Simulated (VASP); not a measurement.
# Sc2AlP3: single point with PBE

The system is Sc2AlP3.

```
Sc Al P
1.0
     3.85133    0.00000    0.00000
     0.00000    3.85133    0.00000
     0.00000    0.00000    8.83818
Sc Al P
2 1 3
Direct
  0.00000 0.50000 0.68986
  0.50000 0.00000 0.31014
  0.00000 0.00000 0.00000
  0.50000 0.50000 0.88022
  0.50000 0.50000 0.11978
  0.50000 0.50000 0.50000
```

The cell was generated, and may not be a known phase.

```
Program                : VASP 6.6.1
Task                   : single point
Functional             : PBE
Potentials or basis    : VASP PAW PBE potentials, release 64 (Sc_sv, Al, P)
Cutoff                 : 520 eV
k mesh                 : 4 × 4 × 4
Occupations            : gaussian, width 0.1 eV
Spin                   : no spin polarisation
Dipole correction      : no
Further INCAR settings : ALGO = Normal; EDIFF = 1e-06; NBANDS = 29
```

* Pressure: 0.0 GPa
* Largest force: 0.086 eV/Å
* Band gap on the k mesh: zero (bands 20 and 21 overlap by 1.12 eV)

Forces in eV/Å, atoms in the order of the input:
```
Sc   0.000  0.000  0.000
Sc   0.000  0.000  0.000
Al   0.000  0.000  0.000
P    0.000  0.000  0.086
P    0.000  0.000 -0.086
P    0.000  0.000  0.000
```

Levels at points of the mesh, in eV from the Fermi level:
```csv
k point,band 16,band 17,band 18,band 19,band 20,band 21,band 22,band 23,band 24,band 25
"(0.00, 0.00, 0.00)",-2.92,-1.47,-1.47,-0.57,-0.35,-0.35,-0.11,0.96,1.16,1.92
"(0.50, 0.00, 0.00)",-2.66,-2.30,-1.46,0.06,0.47,0.67,1.22,1.26,1.53,1.73
"(0.50, 0.50, 0.00)",-2.72,-2.72,-2.23,-2.23,-2.02,-0.58,0.23,1.79,1.79,2.14
"(0.00, 0.00, 0.50)",-1.53,-1.53,-1.14,-1.13,-0.20,-0.16,-0.16,0.22,1.94,2.05
"(0.50, 0.00, 0.50)",-2.74,-1.67,-0.93,-0.34,0.04,0.36,0.98,1.44,1.63,1.82
"(0.50, 0.50, 0.50)",-3.27,-3.27,-1.86,-1.35,-1.35,-0.64,0.42,1.00,1.00,2.07
```

It took 46 s on 1 thread of AMD EPYC 9R45 96-Core Processor (Zen 5), with other jobs on the host, peak memory 0.23 GiB.

Caveat: the k points lie up to 0.41 Å⁻¹ apart, too coarse for converged energies and pressures of a metal.
